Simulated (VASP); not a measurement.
# Ti4O5 (I4/m) in VASP: single point with PBEsol

Aim: the single point of Ti4O5 with PBEsol.

Program: VASP 6.6.1. These are calculated values, not measurements. Logs are shortened: lines on timing, memory, paths and dates and some standing lists are left out, and cuts for length are marked.

## 1. The cell of the first run

The structure is tetragonal, space group I4/m (No. 87). The conventional cell has a = 6.612 Å, b = 6.612 Å, c = 4.151 Å, α = 90.00°, β = 90.00°, γ = 90.00°. Ti (site symmetry m) has 6 O at 2.01 to 2.14 Å within 2.7 Å. O (site symmetry m) has 5 Ti at 2.08 to 2.14 Å and 12 O at 2.78 to 3.06 Å within 3.1 Å. O (site symmetry 4/m) has 4 Ti at 2.01 Å within 2.7 Å.

## 2. Single point, PBEsol, collinear spin

INCAR

```
SYSTEM = Ti4O5
PREC = Accurate
ENCUT = 520
EDIFF = 1E-6
ISMEAR = 0
SIGMA = 0.1
LREAL = .False.
LASPH = .True.
NELM = 150
ALGO = Normal
ISIF = 2
LWAVE = .False.
LCHARG = .False.
ISPIN = 2
MAGMOM = 1 1 1 1 0 0 0 0 0
LORBIT = 11
LMAXMIX = 4
GGA = PS
NBANDS = 53
```

KPOINTS

```
regular mesh
0
Gamma
  6 6 6
  0 0 0
```

POSCAR

```
Ti4O5
1.0
   -3.3061679222      3.3061679222      2.0752854791
    3.3061679222     -3.3061679222      2.0752854791
    3.3061679222      3.3061679222     -2.0752854791
Ti O
4 5
Direct
    0.6086975200      0.2165475200      0.8252450300
    0.2165475200      0.3913024800      0.6078500000
    0.7834524800      0.6086975200      0.3921500000
    0.3913024800      0.7834524800      0.1747549700
    0.9088701400      0.3107496400      0.2196197800
    0.3107496400      0.0911298500      0.4018794900
    0.6892503600      0.9088701400      0.5981205100
    0.0911298500      0.6892503600      0.7803802200
    0.5000000000      0.5000000000      0.0000000000
```

Potentials or basis: VASP PAW PBE potentials, release 64 (Ti_sv, O).

The run is started by

```
cat potpaw_PBE.64/Ti_sv/POTCAR potpaw_PBE.64/O/POTCAR > POTCAR
mpirun -np 1 vasp_std > vasp.out
```

OUTCAR:

```text
SYSTEM = Ti4O5
   PREC = Accurate
   ENCUT = 520
   EDIFF = 1E-6
   ISMEAR = 0
   LREAL = .False.
   LASPH = .True.
   NELM = 150
   ISIF = 2
   ISPIN = 2
   LORBIT = 11
   GGA = PS

 ion  position               nearest neighbor table
   1  0.609  0.217  0.825-   9 2.01   5 2.08   8 2.09   8 2.09   7 2.10   6 2.14   4 2.83   4 2.83
                             2 2.84   3 2.84
   2  0.217  0.391  0.608-   9 2.01   6 2.08   7 2.09   7 2.09   5 2.10   8 2.14   3 2.83   3 2.83
                             1 2.84   4 2.84
   3  0.783  0.609  0.392-   9 2.01   7 2.08   6 2.09   6 2.09   8 2.10   5 2.14   2 2.83   2 2.83
                             4 2.84   1 2.84
   4  0.391  0.783  0.175-   9 2.01   8 2.08   5 2.09   5 2.09   6 2.10   7 2.14   1 2.83   1 2.83
                             3 2.84   2 2.84
   5  0.909  0.311  0.220-   1 2.08   4 2.09   4 2.09   2 2.10   3 2.14
   6  0.311  0.091  0.402-   2 2.08   3 2.09   3 2.09   4 2.10   1 2.14
   7  0.689  0.909  0.598-   3 2.08   2 2.09   2 2.09   1 2.10   4 2.14
   8  0.091  0.689  0.780-   4 2.08   1 2.09   1 2.09   3 2.10   2 2.14
   9  0.500  0.500  0.000-   2 2.01   3 2.01   1 2.01   4 2.01

  LATTYP: Found a body centered tetragonal cell.
 ALAT       =     6.6123358444
 C/A-ratio  =     0.6277011719

  Lattice vectors:

 A1 = (  -3.3061679222,   3.3061679222,   2.0752854791)
 A2 = (   3.3061679222,  -3.3061679222,   2.0752854791)
 A3 = (   3.3061679222,   3.3061679222,  -2.0752854791)

Analysis of symmetry for initial positions (statically):
=====================================================================
 Subroutine PRICEL returns:
 Original cell was already a primitive cell.

 Routine SETGRP: Setting up the symmetry group for a
 body centered tetragonal supercell.

 Subroutine GETGRP returns: Found  8 space group operations
 (whereof  8 operations were pure point group operations)
 out of a pool of 16 trial point group operations.

The static configuration has the point symmetry C_4h.

Analysis of symmetry for dynamics (positions and initial velocities):
=====================================================================
 Subroutine PRICEL returns:
 Original cell was already a primitive cell.

 Routine SETGRP: Setting up the symmetry group for a
 body centered tetragonal supercell.

 Subroutine GETGRP returns: Found  8 space group operations
 (whereof  8 operations were pure point group operations)
 out of a pool of 16 trial point group operations.

The dynamic configuration has the point symmetry C_4h.

Analysis of structural, dynamic, and magnetic symmetry:
=====================================================================
 Subroutine PRICEL returns:
 Original cell was already a primitive cell.

 Routine SETGRP: Setting up the symmetry group for a
 body centered tetragonal supercell.

 Subroutine GETGRP returns: Found  8 space group operations
 (whereof  8 operations were pure point group operations)
 out of a pool of 16 trial point group operations.

The overall configuration has the point symmetry C_4h.

 Subroutine INISYM returns: Found  8 space group operations
 (whereof  8 operations are pure point group operations),
 and found     1 'primitive' translations

----------------------------------------------------------------------------------------

                                     Primitive cell

  volume of cell :      90.7377

  direct lattice vectors                    reciprocal lattice vectors
    -3.306167922  3.306167922  2.075285479     0.000000000  0.151232488  0.240930708
     3.306167922 -3.306167922  2.075285479     0.151232488  0.000000000  0.240930708
     3.306167922  3.306167922 -2.075285479     0.151232488  0.151232488  0.000000000

  length of vectors
     5.115496308  5.115496308  5.115496308     0.284462425  0.284462425  0.213875035

  position of ions in fractional coordinates (direct lattice)
     0.608697520  0.216547520  0.825245030
     0.216547520  0.391302480  0.607850000
     0.783452480  0.608697520  0.392150000
     0.391302480  0.783452480  0.174754970
     0.908870140  0.310749640  0.219619780
     0.310749640  0.091129850  0.401879490
     0.689250360  0.908870140  0.598120510
     0.091129850  0.689250360  0.780380220
     0.500000000  0.500000000  0.000000000

  ion indices of the primitive-cell ions
[... 75 lines left out ...]
   ICHARG =      2    charge: 1-file 2-atom 10-const
   ISPIN  =      2    spin polarized calculation?
   LNONCOLLINEAR =      F non collinear calculations
   LSORBIT =      F    spin-orbit coupling
   LASPH  =      T    aspherical Exc in radial PAW
   ENCUT  =  520.0 eV  38.22 Ry    6.18 a.u.   9.51  9.51  9.51*2*pi/ulx,y,z
   NELM   =    150;   NELMIN=  2; NELMDL= -5     # of ELM steps
   EDIFF  = 0.1E-05   stopping-criterion for ELM
   LREAL  =      F    real-space projection
   EDIFFG = 0.1E-04   stopping-criterion for IOM
   NSW    =      0    number of steps for IOM
   IBRION =     -1    ionic relax: 0-MD 1-quasi-New 2-CG
   NFREE  =      0    steps in history (QN), initial steepest desc. (CG)
   ISIF   =      2    stress and relaxation
   ISYM   =      2    0-nonsym 1-usesym 2-fastsym
   POTIM  = 0.5000    time-step for ionic-motion
   TEBEG  =    0.0;   TEEND  =   0.0 temperature during run
   PSTRESS=    0.0 pullay stress
   NELECT =      78.0000    total number of electrons
   NUPDOWN=      -1.0000    fix difference up-down
   EMIN   =  10.00;   EMAX   =-10.00  energy-range for DOS
   EFERMI =   0.00;   METHOD = LEGACY
   ISMEAR =     0;   SIGMA  =   0.10  broadening in eV -4-tet -1-fermi 0-gaus
   EFERMI_NEDOS =   21; number of points for ismear=-14 and -15
   IALGO  =     38    algorithm
   IMIX   =      4    mixing-type and parameters
     AMIX     =   0.40;   BMIX     =  1.00
     AMIX_MAG =   1.60;   BMIX_MAG =  1.00
  volume/ion in A,a.u.               =      10.08        68.04
  Fermi-wavevector in a.u.,A,eV,Ry     =   1.556600  2.941548 32.966983  2.423005
  Thomas-Fermi vector in A             =   2.660373
   LORBIT       =     11    0 simple, 1 ext, 2 COOP (PROOUT), +10 PAW based schemes
   GGA     = PS    functional components
   LHFCALC =     F    Hartree Fock is set to
   AEXX    =    0.0000 exact exchange contribution
   IVDW    =     0    specifies the selected vdW correction
   LEPSILON=     F    determine dielectric tensor
   LRPA    =     F    only Hartree local field effects (RPA)
 spin polarized calculation
 Gauss-broadening in eV      SIGMA  =   0.10
  energy-cutoff  :      520.00
  volume of cell :       90.74
 maximum number of plane-waves:      2479
 NGX is ok and might be reduce to    40
   NGX = 19   NGY = 19   NGZ = 19

 number of electron      78.0000002 magnetization       0.0016906

 number of electron      78.0000002 magnetization      -0.0005082

 Free energy of the ion-electron system (eV)
  ---------------------------------------------------
  ext. energy  EPLUGINS =         0.00000000
  ---------------------------------------------------
  free energy    TOTEN  =       -84.95669301 eV

  energy without entropy =      -84.94594522  energy(sigma->0) =      -84.95131911

 E-fermi :  10.0157     XC(G=0): -12.4474

 val. band max:        9.9794669685   @ k =  -0.3333   0.3333   0.1667
 cond. band min:      10.0621891253   @ k =  -0.3333   0.1667   0.0000
 fundamental gap:      0.0827221568
 Fermi energy:        10.0157378235

 spin component 1

 k-point     1 :       0.0000    0.0000    0.0000
  band No.  band energies     occupation
      1     -47.9763      1.00000
      2     -47.8606      1.00000
      3     -47.8457      1.00000
      4     -47.8457      1.00000
      5     -24.6828      1.00000
      6     -24.5326      1.00000
[... 1285 lines left out ...]
     50      12.1424      0.00000
     51      12.2330      0.00000

 [... further k-points ...]

 spin component 2

 k-point     1 :       0.0000    0.0000    0.0000
  band No.  band energies     occupation
      1     -47.9765      1.00000
      2     -47.8608      1.00000
      3     -47.8458      1.00000
      4     -47.8458      1.00000
      5     -24.6829      1.00000
      6     -24.5327      1.00000
[... 1285 lines left out ...]
     50      12.1423      0.00000
     51      12.2329      0.00000

 [... further k-points ...]

 [bands above 51 left out]

------------------------ aborting loop because EDIFF is reached ----------------------------------------

  FORCE on cell =-STRESS in cart. coord.  units (eV):
  Direction    XX          YY          ZZ          XY          YZ          ZX
  --------------------------------------------------------------------------------------
  -------------------------------------------------------------------------------------
  Total       -2.8918282     -2.8918282     -3.0467902     -0.0000001     -0.0000000      0.0000000
  in kB      -51.0617176    -51.0617176    -53.7979186     -0.0000025     -0.0000000      0.0000000
  external PRESSURE =     -51.9737846 kB  Pullay stress =       0.0000000 kB

 VOLUME and BASIS-vectors are now :
 -----------------------------------------------------------------------------
  energy-cutoff  :      520.00
  volume of cell :       90.74
      direct lattice vectors                 reciprocal lattice vectors
    -3.306167922  3.306167922  2.075285479     0.000000000  0.151232488  0.240930708
     3.306167922 -3.306167922  2.075285479     0.151232488  0.000000000  0.240930708
     3.306167922  3.306167922 -2.075285479     0.151232488  0.151232488  0.000000000

 POSITION                                       TOTAL-FORCE (eV/Angst)
 -----------------------------------------------------------------------------------
      1.43188      4.02491      0.00000        -0.039761     -0.013449      0.000000
      2.58742      1.43188      0.00000         0.013449     -0.039761      0.000000
      0.71874      1.87428      2.07529        -0.013449      0.039761      0.000000
      1.87428     -0.71874      2.07529         0.039761      0.013449     -0.000000
     -1.25139      2.70359      2.07529        -0.057561     -0.092178     -0.000000
      0.60258      2.05478      0.00000         0.092178     -0.057561      0.000000
      2.70359      1.25139      2.07529        -0.092178      0.057561     -0.000000
      4.55755      0.60258     -0.00000         0.057561      0.092178      0.000000
      0.00000      0.00000      2.07529         0.000000      0.000000     -0.000000
 -----------------------------------------------------------------------------------
    total drift:                               -0.000012     -0.000003      0.000041

  FREE ENERGIE OF THE ION-ELECTRON SYSTEM (eV)
  ---------------------------------------------------
  free  energy   TOTEN  =       -84.9566930113 eV

  energy  without entropy=      -84.9459452178  energy(sigma->0) =      -84.95131911

 total charge

# of ion       s       p       d       tot
------------------------------------------
    1        2.164   6.185   2.014  10.362
    2        2.164   6.185   2.014  10.362
    3        2.164   6.185   2.014  10.362
    4        2.164   6.185   2.014  10.362
    5        1.549   3.489   0.000   5.038
    6        1.549   3.489   0.000   5.038
    7        1.549   3.489   0.000   5.038
    8        1.549   3.489   0.000   5.038
    9        1.557   3.484   0.000   5.040
--------------------------------------------------
tot         16.409  42.178   8.055  66.642

 magnetization (x)

# of ion       s       p       d       tot
------------------------------------------
    1       -0.000  -0.000  -0.000  -0.000
    2       -0.000  -0.000  -0.000  -0.000
    3       -0.000  -0.000  -0.000  -0.000
    4       -0.000  -0.000  -0.000  -0.000
    5        0.000   0.000   0.000   0.000
    6        0.000   0.000   0.000   0.000
    7        0.000   0.000   0.000   0.000
    8        0.000   0.000   0.000   0.000
    9       -0.000   0.000   0.000   0.000
--------------------------------------------------
tot          0.000   0.000  -0.000  -0.000
```

Wall time 6 min (1 thread of AMD EPYC 9R14 (Zen 4), shared host); peak memory 0.4 GiB.

Results:

| Property | Result |
| --- | --- |
| Free energy | -84.9567 eV |
| Pressure | -5.2 GPa |
| Largest force | 0.109 eV/Å |
| Band gap on the k mesh | zero (filled and empty bands overlap) |
| Net moment | 0.00 μB per cell |
| Valence electrons inside the program's atomic spheres | Ti 10.36; O 5.04 |

Forces in eV/Å, atoms in the order of the input:
```
Ti  -0.040 -0.013  0.000
Ti   0.013 -0.040  0.000
Ti  -0.013  0.040  0.000
Ti   0.040  0.013  0.000
O   -0.058 -0.092  0.000
O    0.092 -0.058  0.000
O   -0.092  0.058  0.000
O    0.058  0.092  0.000
O    0.000  0.000  0.000
```

Caveat: the cell stands under tension; the PAW data sets were made with another functional, which shifts forces and pressure a little; semilocal functionals often make such compounds metallic where correlation or magnetic order opens a gap, which also shifts bond lengths.

The gap in the log of VASP goes by the Fermi energy; the results here count the filled bands.